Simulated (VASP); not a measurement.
Input of a VASP 6.6.1 run:

Contents of INCAR:

```
SYSTEM = Cu
  PREC = Accurate
  ENCUT = 520
  EDIFF = 1E-6
  ISMEAR = 0
  SIGMA = 0.1
  LREAL = .False.
  LASPH = .True.
  NELM = 60
  ALGO = Fast
  ISIF = 2
  LWAVE = .False.
  LCHARG = .False.
  GGA = PE
  NBANDS = 12
```

The input KPOINTS:

```
Automatic mesh
0
Gamma
  20 20 20
  0 0 0
```

Contents of POSCAR:

```
Cu
1.0
   -1.4427933200      1.4427933200      1.3760814500
    1.4427933200     -1.4427933200      1.3760814500
    1.4427933200      1.4427933200     -1.3760814500
Cu
1
Direct
    0.0000000000      0.0000000000      0.0000000000
```

Potentials or basis: VASP PAW PBE potentials, release 64 (Cu).

Run with:

```bash
$ cat potpaw_PBE.64/Cu/POTCAR > POTCAR
$ mpirun -np 1 vasp_std > vasp.out
```

Problem. Estimate the pressure.

Solution. 8.1 GPa.

Stress tensor (GPa, compression positive):
```
8.23 0.00 0.00
0.00 8.23 0.00
0.00 0.00 7.75
```
